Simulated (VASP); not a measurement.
# Ti in VASP: notebook, part 2 of 3

VASP 6.6.1. Earlier steps stand in the parts before.

### 3 Electric field gradients, PBE

This run uses another cell than the first one, of 17.68 Å³/atom, 1.026 times its volume.

Contents of INCAR:

```
PREC = Accurate ; ENCUT = 520
EDIFF = 1E-8 ; ISMEAR = -1
SIGMA = 0.05 ; LREAL = F
LASPH = T ; NELM = 80
ALGO = Normal ; ISIF = 2
LWAVE = F ; LCHARG = F
GGA = PE ; LEFG = T
NBANDS = 12
```

Contents of KPOINTS:

```
regular mesh
0
Gamma
  14 14 14
```

Contents of POSCAR:

```
Ti
1.0
   -1.6410000000      1.6410000000      1.6410000000
    1.6410000000     -1.6410000000      1.6410000000
    1.6410000000      1.6410000000     -1.6410000000
Ti
1
Direct
    0.0000000000      0.0000000000      0.0000000000
```

Potentials or basis: VASP PAW PBE potentials, release 64 (Ti_sv).

Started as:

```console
$ cat potpaw_PBE.64/Ti_sv/POTCAR > POTCAR
$ mpirun -np 1 vasp_std > vasp.out
```

OUTCAR:

```text
PREC = Accurate
   ENCUT = 520
   EDIFF = 1E-8
   ISMEAR = -1
   LREAL = F
   LASPH = T
   NELM = 80
   ISIF = 2
   GGA = PE

 ion  position               nearest neighbor table
   1  0.000  0.000  0.000-

  LATTYP: Found a body centered cubic cell.
 ALAT       =     3.2820000000

  Lattice vectors:

 A1 = (  -1.6410000000,   1.6410000000,   1.6410000000)
 A2 = (   1.6410000000,  -1.6410000000,   1.6410000000)
 A3 = (   1.6410000000,   1.6410000000,  -1.6410000000)

Analysis of symmetry for initial positions (statically):
=====================================================================
 Subroutine PRICEL returns:
 Original cell was already a primitive cell.

 Routine SETGRP: Setting up the symmetry group for a
 body centered cubic supercell.

 Subroutine GETGRP returns: Found 48 space group operations
 (whereof 48 operations were pure point group operations)
 out of a pool of 48 trial point group operations.

The static configuration has the point symmetry O_h .

Analysis of symmetry for dynamics (positions and initial velocities):
=====================================================================
 Subroutine PRICEL returns:
 Original cell was already a primitive cell.

 Routine SETGRP: Setting up the symmetry group for a
 body centered cubic supercell.

 Subroutine GETGRP returns: Found 48 space group operations
 (whereof 48 operations were pure point group operations)
 out of a pool of 48 trial point group operations.

The dynamic configuration has the point symmetry O_h .

 Subroutine INISYM returns: Found 48 space group operations
 (whereof 48 operations are pure point group operations),
 and found     1 'primitive' translations

----------------------------------------------------------------------------------------

                                     Primitive cell

  volume of cell :      17.6761

  direct lattice vectors                    reciprocal lattice vectors
    -1.641000000  1.641000000  1.641000000     0.000000000  0.304692261  0.304692261
     1.641000000 -1.641000000  1.641000000     0.304692261  0.000000000  0.304692261
     1.641000000  1.641000000 -1.641000000     0.304692261  0.304692261  0.000000000

  length of vectors
     2.842295375  2.842295375  2.842295375     0.430899928  0.430899928  0.430899928

  position of ions in fractional coordinates (direct lattice)
     0.000000000  0.000000000  0.000000000

  ion indices of the primitive-cell ions
   primitive index   ion index
                 1           1

----------------------------------------------------------------------------------------

 KPOINTS: regular mesh

Automatic generation of k-mesh.
 Grid dimensions read from file:
 generate k-points for:   14   14   14

 Generating k-lattice:

  Cartesian coordinates                     Fractional coordinates (reciprocal lattice)
[... 61 lines left out ...]
   LREAL  =      F    real-space projection
   EDIFFG = 0.1E-06   stopping-criterion for IOM
   NSW    =      0    number of steps for IOM
   IBRION =     -1    ionic relax: 0-MD 1-quasi-New 2-CG
   NFREE  =      0    steps in history (QN), initial steepest desc. (CG)
   ISIF   =      2    stress and relaxation
   ISYM   =      2    0-nonsym 1-usesym 2-fastsym
   POTIM  = 0.5000    time-step for ionic-motion
   TEBEG  =    0.0;   TEEND  =   0.0 temperature during run
   PSTRESS=    0.0 pullay stress
   NELECT =      12.0000    total number of electrons
   NUPDOWN=      -1.0000    fix difference up-down
   EMIN   =  10.00;   EMAX   =-10.00  energy-range for DOS
   EFERMI =   0.00;   METHOD = LEGACY
   ISMEAR =    -1;   SIGMA  =   0.05  broadening in eV -4-tet -1-fermi 0-gaus
   EFERMI_NEDOS =   21; number of points for ismear=-14 and -15
   IALGO  =     38    algorithm
   IMIX   =      4    mixing-type and parameters
     AMIX     =   0.40;   BMIX     =  1.00
     AMIX_MAG =   1.60;   BMIX_MAG =  1.00
  volume/ion in A,a.u.               =      17.68       119.28
  Fermi-wavevector in a.u.,A,eV,Ry     =   1.438821  2.718977 28.166848  2.070205
  Thomas-Fermi vector in A             =   2.557745
   LORBIT       =      0    0 simple, 1 ext, 2 COOP (PROOUT), +10 PAW based schemes
   GGA     = PE    functional components
[... 5 lines left out ...]
 non-spin polarized calculation
  energy-cutoff  :      520.00
  volume of cell :       17.68
 maximum number of plane-waves:       490
 NGX is ok and might be reduce to    24
   NGX = 11   NGY = 11   NGZ = 11

 number of electron      12.0000001 magnetization

 Free energy of the ion-electron system (eV)
  ---------------------------------------------------
  ext. energy  EPLUGINS =         0.00000000
  ---------------------------------------------------
  free energy    TOTEN  =        -7.72988426 eV

  energy without entropy =       -7.70914340  energy(sigma->0) =       -7.71951383

 E-fermi :   7.8967     XC(G=0): -11.4119

 val. band max:        7.8938848121   @ k =  -0.2857   0.2857   0.2143
 cond. band min:       7.9120079995   @ k =  -0.2857   0.3571   0.0714
 fundamental gap:      0.0181231874
 Fermi energy:         7.8967477128

 k-point     1 :       0.0000    0.0000    0.0000
  band No.  band energies     occupation
      1     -48.6642      2.00000
      2     -24.5404      2.00000
      3     -24.5404      2.00000
      4     -24.5404      2.00000
      5       1.9903      2.00000
      6       8.8756      0.00000
      7       8.8756      0.00000
      8       8.8756      0.00000
      9      10.5940      0.00000
     10      10.5940      0.00000
     11      25.1915      0.00000
     12      25.1915      0.00000
[... 331 lines left out ...]
 k-point    24 :       0.3571    0.2857    0.0000
  band No.  band energies     occupation
      1     -48.5277      2.00000
      2     -25.0224      2.00000
      3     -24.9240      2.00000
      4     -24.6175      2.00000
      5       6.8244      2.00000
      6       7.3751      1.99994
      7       7.5444      1.99826
      8      10.6938      0.00000
      9      10.9199      0.00000
     10      14.8874      0.00000
     11      16.1915      0.00000
     12      17.2320      0.00000

 [... further k-points ...]
[... 5 lines left out ...]
  --------------------------------------------------------------------------------------
  -------------------------------------------------------------------------------------
  Total       -0.2885959     -0.2885959     -0.2885959      0.0000000     -0.0000000      0.0000000
  in kB      -26.1586262    -26.1586262    -26.1586262      0.0000000     -0.0000000      0.0000000
  external PRESSURE =     -26.1586262 kB  Pullay stress =       0.0000000 kB

 VOLUME and BASIS-vectors are now :
 -----------------------------------------------------------------------------
  energy-cutoff  :      520.00
  volume of cell :       17.68
      direct lattice vectors                 reciprocal lattice vectors
    -1.641000000  1.641000000  1.641000000     0.000000000  0.304692261  0.304692261
     1.641000000 -1.641000000  1.641000000     0.304692261  0.000000000  0.304692261
     1.641000000  1.641000000 -1.641000000     0.304692261  0.304692261  0.000000000

 POSITION                                       TOTAL-FORCE (eV/Angst)
 -----------------------------------------------------------------------------------
      0.00000      0.00000      0.00000         0.000000      0.000000      0.000000
 -----------------------------------------------------------------------------------
    total drift:                                0.000000      0.000000      0.000000

  FREE ENERGIE OF THE ION-ELECTRON SYSTEM (eV)
  ---------------------------------------------------
  free  energy   TOTEN  =        -7.7298842557 eV

  energy  without entropy=       -7.7091434018  energy(sigma->0) =       -7.71951383

 Electric field gradients (V/A^2)
---------------------------------------------------------------------
 ion       V_xx      V_yy      V_zz      V_xy      V_xz      V_yz
---------------------------------------------------------------------
   1       0.000    -0.000     0.000     0.001     0.001     0.001
---------------------------------------------------------------------

 Electric field gradients after diagonalization (V/A^2)
 (convention: |V_zz| > |V_xx| > |V_yy|)
----------------------------------------------------------------------
 ion       V_xx      V_yy      V_zz     asymmetry (V_yy - V_xx)/ V_zz
----------------------------------------------------------------------
   1      -0.001    -0.001     0.001       0.000
----------------------------------------------------------------------

           NMR quadrupolar parameters

 Cq : quadrupolar parameter    Cq=e*Q*V_zz/h
 eta: asymmetry parameters     (V_yy - V_xx)/ V_zz
 Q  : nuclear electric quadrupole moment in mb (millibarn)
----------------------------------------------------------------------
 ion       Cq(MHz)       eta       Q (mb)
----------------------------------------------------------------------
   1       0.000       0.000       1.000
----------------------------------------------------------------------
```

OSZICAR:

```text
N       E                     dE             d eps       ncg     rms          rms(c)
DAV:   1     0.875383916723E+02    0.87538E+02   -0.65088E+03  2512   0.119E+03
DAV:   2    -0.437143430323E+01   -0.91910E+02   -0.89296E+02  2532   0.298E+02
DAV:   3    -0.871581845037E+01   -0.43444E+01   -0.42890E+01  3484   0.653E+01
DAV:   4    -0.880216839096E+01   -0.86350E-01   -0.86243E-01  2824   0.832E+00
DAV:   5    -0.880435266396E+01   -0.21843E-02   -0.21842E-02  2896   0.114E+00    0.815E+00
DAV:   6    -0.772262110374E+01    0.10817E+01   -0.26584E+00  2704   0.227E+01    0.202E+00
DAV:   7    -0.772069704204E+01    0.19241E-02   -0.67106E-02  2952   0.268E+00    0.123E+00
DAV:   8    -0.772942438794E+01   -0.87273E-02   -0.33985E-02  2640   0.208E+00    0.927E-02
DAV:   9    -0.772986349621E+01   -0.43911E-03   -0.20778E-03  3000   0.411E-01    0.701E-02
DAV:  10    -0.772990439509E+01   -0.40899E-04   -0.23717E-04  2640   0.157E-01    0.151E-02
DAV:  11    -0.772988322058E+01    0.21175E-04   -0.25110E-05  2940   0.764E-02    0.683E-03
DAV:  12    -0.772988399599E+01   -0.77541E-06   -0.14746E-06  3368   0.137E-02    0.593E-04
DAV:  13    -0.772988439695E+01   -0.40096E-06   -0.16314E-07  3404   0.264E-03    0.200E-03
DAV:  14    -0.772988429078E+01    0.10617E-06   -0.57904E-08  2576   0.276E-03    0.292E-04
DAV:  15    -0.772988425812E+01    0.32665E-07   -0.28077E-09  1776   0.593E-04    0.646E-05
DAV:  16    -0.772988425565E+01    0.24659E-08   -0.60472E-10  1300   0.230E-04
   1 F= -.77298843E+01 E0= -.77195138E+01  d E =-.207409E-01
```

stdout:

```text
POSCAR found type information on POSCAR Ti
 POSCAR found :  1 types and       1 ions
 scaLAPACK will be used
 LDA part: xc-table for (Slater+PW92), standard interpolation
 POSCAR, INCAR and KPOINTS ok, starting setup
 FFT: planning ... GRIDC
 FFT: planning ... GRID_SOFT
 FFT: planning ... GRID
 WAVECAR not read
 entering main loop
ion   1
```

Run time: 8.4 s. Hardware: 1 thread of Intel Xeon 6975P-C (Granite Rapids), shared host; peak memory 0.14 GiB.

What came out:

```
Free energy            : -7.7299 eV
Pressure               : -2.6 GPa
Band gap on the k mesh : zero (band 6 reaches 8.88 eV, above the bottom of band 7 at 7.25 eV)
```

Levels at points of the mesh, in eV from the Fermi level:
| k point | band 3 | band 4 | band 5 | band 6 | band 7 | band 8 | band 9 | band 10 |
| --- | --- | --- | --- | --- | --- | --- | --- | --- |
| (0.00, 0.00, 0.00) | -32.44 | -32.44 | -5.91 | 0.98 | 0.98 | 0.98 | 2.70 | 2.70 |
| (0.50, 0.00, 0.00) | -32.64 | -32.44 | -2.40 | -0.37 | 1.10 | 2.68 | 3.02 | 4.18 |
| (0.50, 0.50, 0.50) | -32.87 | -32.87 | -2.04 | -2.04 | 3.84 | 3.84 | 3.84 | 8.25 |

Caveat: without QUAD_EFG the Cq values of the log hold for a quadrupole moment of 1 mb, not for the nuclei.

[end of part 2 of 3]
